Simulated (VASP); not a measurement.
# Sn (Fd-3m) in VASP: notebook, part 2 of 3

VASP 6.6.1. Earlier steps stand in the parts before.

## 3. Single point, PBEsol (22.75 Å³/atom)

This run uses another cell than the first one, of 22.75 Å³/atom.

The input, INCAR:

```
SYSTEM = Sn
PREC = Accurate ; ENCUT = 520
EDIFF = 1E-6 ; ISMEAR = -1
SIGMA = 0.1 ; LREAL = .FALSE.
LASPH = .TRUE. ; NELM = 60
ALGO = Normal ; ISIF = 2
LWAVE = .FALSE. ; LCHARG = .FALSE.
GGA = PS ; NBANDS = 21
```

The input, KPOINTS:

```
Automatic mesh
0
G
  10 10 10
  0 0 0
```

The input, POSCAR:

```
Sn
1.0
    0.0000000000      2.8335255541      2.8335255541
    2.8335255541      0.0000000000      2.8335255541
    2.8335255541      2.8335255541      0.0000000000
Sn
2
Direct
   -0.1250000000     -0.1250000000     -0.1250000000
    0.1250000000      0.1250000000      0.1250000000
```

Potentials or basis: VASP PAW PBE potentials, release 64 (Sn_d).

The run is started by

```sh
$ cat potpaw_PBE.64/Sn_d/POTCAR > POTCAR
$ mpirun -np 1 vasp_std > vasp.out
```

OUTCAR:

```text
SYSTEM = Sn
   PREC = Accurate
   ENCUT = 520
   EDIFF = 1E-6
   ISMEAR = -1
   LREAL = .FALSE.
   LASPH = .TRUE.
   NELM = 60
   ISIF = 2
   GGA = PS

 ion  position               nearest neighbor table
   1  0.875  0.875  0.875-   2 2.45   2 2.45   2 2.45   2 2.45
   2  0.125  0.125  0.125-   1 2.45   1 2.45   1 2.45   1 2.45

  LATTYP: Found a face centered cubic cell.
 ALAT       =     5.6670511082

  Lattice vectors:

 A1 = (   0.0000000000,   2.8335255541,   2.8335255541)
 A2 = (   2.8335255541,   0.0000000000,   2.8335255541)
 A3 = (   2.8335255541,   2.8335255541,   0.0000000000)

Analysis of symmetry for initial positions (statically):
=====================================================================
 Subroutine PRICEL returns:
 Original cell was already a primitive cell.

 Routine SETGRP: Setting up the symmetry group for a
 face centered cubic supercell.

 Subroutine GETGRP returns: Found 48 space group operations
 (whereof 12 operations were pure point group operations)
 out of a pool of 48 trial point group operations.

The static configuration has the point symmetry D_3d.
 The point group associated with its full space group is O_h .

Analysis of symmetry for dynamics (positions and initial velocities):
=====================================================================
 Subroutine PRICEL returns:
 Original cell was already a primitive cell.

 Routine SETGRP: Setting up the symmetry group for a
 face centered cubic supercell.

 Subroutine GETGRP returns: Found 48 space group operations
 (whereof 12 operations were pure point group operations)
 out of a pool of 48 trial point group operations.

The dynamic configuration has the point symmetry D_3d.
 The point group associated with its full space group is O_h .

 Subroutine INISYM returns: Found 48 space group operations
 (whereof 12 operations are pure point group operations),
 and found     1 'primitive' translations

----------------------------------------------------------------------------------------

                                     Primitive cell

  volume of cell :      45.5000

  direct lattice vectors                    reciprocal lattice vectors
     0.000000000  2.833525554  2.833525554    -0.176458617  0.176458617  0.176458617
     2.833525554  0.000000000  2.833525554     0.176458617 -0.176458617  0.176458617
     2.833525554  2.833525554  0.000000000     0.176458617  0.176458617 -0.176458617

  length of vectors
     4.007210268  4.007210268  4.007210268     0.305635290  0.305635290  0.305635290

  position of ions in fractional coordinates (direct lattice)
     0.875000000  0.875000000  0.875000000
     0.125000000  0.125000000  0.125000000

  ion indices of the primitive-cell ions
   primitive index   ion index
                 1           1
                 2           2

----------------------------------------------------------------------------------------

 KPOINTS: Automatic mesh

Automatic generation of k-mesh.
 Grid dimensions read from file:
 generate k-points for:   10   10   10

 Generating k-lattice:

  Cartesian coordinates                     Fractional coordinates (reciprocal lattice)
    -0.017645862  0.017645862  0.017645862     0.100000000  0.000000000  0.000000000
     0.017645862 -0.017645862  0.017645862     0.000000000  0.100000000  0.000000000
     0.017645862  0.017645862 -0.017645862     0.000000000  0.000000000  0.100000000

  Length of vectors
     0.030563529  0.030563529  0.030563529

  Shift w.r.t. Gamma in fractional coordinates (k-lattice)
     0.000000000  0.000000000  0.000000000

 Subroutine IBZKPT returns following result:
 ===========================================

 Found     47 irreducible k-points:

 Following reciprocal coordinates:
            Coordinates               Weight
  0.000000  0.000000  0.000000      1.000000
  0.100000  0.000000  0.000000      8.000000
  0.200000  0.000000  0.000000      8.000000
  0.300000  0.000000  0.000000      8.000000
  0.400000  0.000000  0.000000      8.000000
  0.500000  0.000000  0.000000      4.000000
[... 16 lines left out ...]
  0.300000  0.300000  0.000000      6.000000
  0.400000  0.300000  0.000000     24.000000
 [... further k-points ...]
   k-points           NKPTS =     47   k-points in BZ     NKDIM =     47   number of bands    NBANDS=     21
   number of dos      NEDOS =    301   number of ions     NIONS =      2
   total plane-waves  NPLWV =  27000
   dimension x,y,z NGX =    30 NGY =   30 NGZ =   30
   dimension x,y,z NGXF=    60 NGYF=   60 NGZF=   60
   ions per type =               2
   NGX,Y,Z   is equivalent  to a cutoff of  12.45, 12.45, 12.45 a.u.
   NGXF,Y,Z  is equivalent  to a cutoff of  24.89, 24.89, 24.89 a.u.
 SYSTEM =  Sn
   PREC   = accura    normal or accurate (medium, high low for compatibility)
   ISTART =      0    job   : 0-new  1-cont  2-samecut
   ICHARG =      2    charge: 1-file 2-atom 10-const
   ISPIN  =      1    spin polarized calculation?
   LNONCOLLINEAR =      F non collinear calculations
   LSORBIT =      F    spin-orbit coupling
   LASPH  =      T    aspherical Exc in radial PAW
   ENCUT  =  520.0 eV  38.22 Ry    6.18 a.u.   7.45  7.45  7.45*2*pi/ulx,y,z
   NELM   =     60;   NELMIN=  2; NELMDL= -5     # of ELM steps
   EDIFF  = 0.1E-05   stopping-criterion for ELM
   LREAL  =      F    real-space projection
   EDIFFG = 0.1E-04   stopping-criterion for IOM
   NSW    =      0    number of steps for IOM
   IBRION =     -1    ionic relax: 0-MD 1-quasi-New 2-CG
   NFREE  =      0    steps in history (QN), initial steepest desc. (CG)
   ISIF   =      2    stress and relaxation
   ISYM   =      2    0-nonsym 1-usesym 2-fastsym
   POTIM  = 0.5000    time-step for ionic-motion
   TEBEG  =    0.0;   TEEND  =   0.0 temperature during run
   PSTRESS=    0.0 pullay stress
   NELECT =      28.0000    total number of electrons
   NUPDOWN=      -1.0000    fix difference up-down
   EMIN   =  10.00;   EMAX   =-10.00  energy-range for DOS
   EFERMI =   0.00;   METHOD = LEGACY
   ISMEAR =    -1;   SIGMA  =   0.10  broadening in eV -4-tet -1-fermi 0-gaus
   EFERMI_NEDOS =   21; number of points for ismear=-14 and -15
   IALGO  =     38    algorithm
   IMIX   =      4    mixing-type and parameters
     AMIX     =   0.40;   BMIX     =  1.00
     AMIX_MAG =   1.60;   BMIX_MAG =  1.00
  volume/ion in A,a.u.               =      22.75       153.52
  Fermi-wavevector in a.u.,A,eV,Ry     =   1.392485  2.631414 26.381875  1.939013
  Thomas-Fermi vector in A             =   2.516223
   LORBIT       =      0    0 simple, 1 ext, 2 COOP (PROOUT), +10 PAW based schemes
   GGA     = PS    functional components
   LHFCALC =     F    Hartree Fock is set to
   AEXX    =    0.0000 exact exchange contribution
   IVDW    =     0    specifies the selected vdW correction
   LEPSILON=     F    determine dielectric tensor
   LRPA    =     F    only Hartree local field effects (RPA)
 non-spin polarized calculation
  energy-cutoff  :      520.00
  volume of cell :       45.50
 maximum number of plane-waves:      1243
 NGX is ok and might be reduce to    30
   NGX = 15   NGY = 15   NGZ = 15

 number of electron      28.0000002 magnetization

 Free energy of the ion-electron system (eV)
  ---------------------------------------------------
  ext. energy  EPLUGINS =         0.00000000
  ---------------------------------------------------
  free energy    TOTEN  =        -5.93371728 eV

  energy without entropy =       -5.92639184  energy(sigma->0) =       -5.93005456

 E-fermi :  10.8472     XC(G=0): -10.9962

 val. band max:       10.8039220692   @ k =   0.4000   0.4000   0.0000
 cond. band min:      10.9688035796   @ k =   0.5000   0.5000   0.0000
 fundamental gap:      0.1648815104
 Fermi energy:        10.8472307368

 k-point     1 :       0.0000    0.0000    0.0000
  band No.  band energies     occupation
      1     -12.1979      2.00000
      2     -12.1979      2.00000
      3     -12.1979      2.00000
      4     -12.0631      2.00000
      5     -12.0631      2.00000
      6     -11.2075      2.00000
[... 13 lines left out ...]
     20      19.0379      0.00000
     21      19.0379      0.00000
[... 529 lines left out ...]
 k-point    24 :       0.4000    0.3000    0.0000
  band No.  band energies     occupation
      1     -12.3296      2.00000
      2     -12.3021      2.00000
      3     -12.1614      2.00000
      4     -11.7940      2.00000
      5     -11.7475      2.00000
      6     -11.6163      2.00000
[... 13 lines left out ...]
     20      21.7413      0.00000
     21      22.0532      0.00000

 [... further k-points ...]

------------------------ aborting loop because EDIFF is reached ----------------------------------------

  FORCE on cell =-STRESS in cart. coord.  units (eV):
  Direction    XX          YY          ZZ          XY          YZ          ZX
  --------------------------------------------------------------------------------------
  -------------------------------------------------------------------------------------
  Total       14.1904573     14.1904573     14.1904573      0.0000000      0.0000000     -0.0000000
  in kB      499.6841548    499.6841548    499.6841548      0.0000000      0.0000000     -0.0000000
  external PRESSURE =     499.6841548 kB  Pullay stress =       0.0000000 kB

 VOLUME and BASIS-vectors are now :
 -----------------------------------------------------------------------------
  energy-cutoff  :      520.00
  volume of cell :       45.50
      direct lattice vectors                 reciprocal lattice vectors
     0.000000000  2.833525554  2.833525554    -0.176458617  0.176458617  0.176458617
     2.833525554  0.000000000  2.833525554     0.176458617 -0.176458617  0.176458617
     2.833525554  2.833525554  0.000000000     0.176458617  0.176458617 -0.176458617

 POSITION                                       TOTAL-FORCE (eV/Angst)
 -----------------------------------------------------------------------------------
      4.95867      4.95867      4.95867         0.000000      0.000000      0.000000
      0.70838      0.70838      0.70838        -0.000000     -0.000000     -0.000000
 -----------------------------------------------------------------------------------
    total drift:                               -0.000000      0.000000      0.000000

  FREE ENERGIE OF THE ION-ELECTRON SYSTEM (eV)
  ---------------------------------------------------
  free  energy   TOTEN  =        -5.9337172820 eV

  energy  without entropy=       -5.9263918440  energy(sigma->0) =       -5.93005456
```

It took 65 s on 1 thread of Intel Xeon 8259CL, shared host; peak memory 0.19 GiB.

What came out:

| Property | Result |
| --- | --- |
| Free energy | -5.9337 eV |
| Pressure | 50.0 GPa |
| Band gap on the k mesh | zero (bands 14 and 15 overlap by 0.30 eV) |

Levels at points of the mesh, in eV from the Fermi level:
```tsv
k point	band 11	band 12	band 13	band 14	band 15	band 16	band 17	band 18
(0.00, 0.00, 0.00)	-14.05	0.25	0.25	0.25	2.14	2.14	2.14	2.48
(0.50, 0.00, 0.00)	-11.32	-8.59	-1.81	-1.81	1.11	3.28	3.28	4.82
(0.50, 0.50, 0.00)	-9.33	-9.33	-4.09	-4.09	0.12	0.12	10.54	10.54
```

Caveat: the cell stands under pressure; the PAW data sets were made with another functional, which shifts forces and pressure a little; spin-orbit coupling is left out, which moves the levels of the heavy elements.

(Continued in part 3 of 3.)

The gap in the log of VASP goes by the Fermi energy; the results here count the filled bands.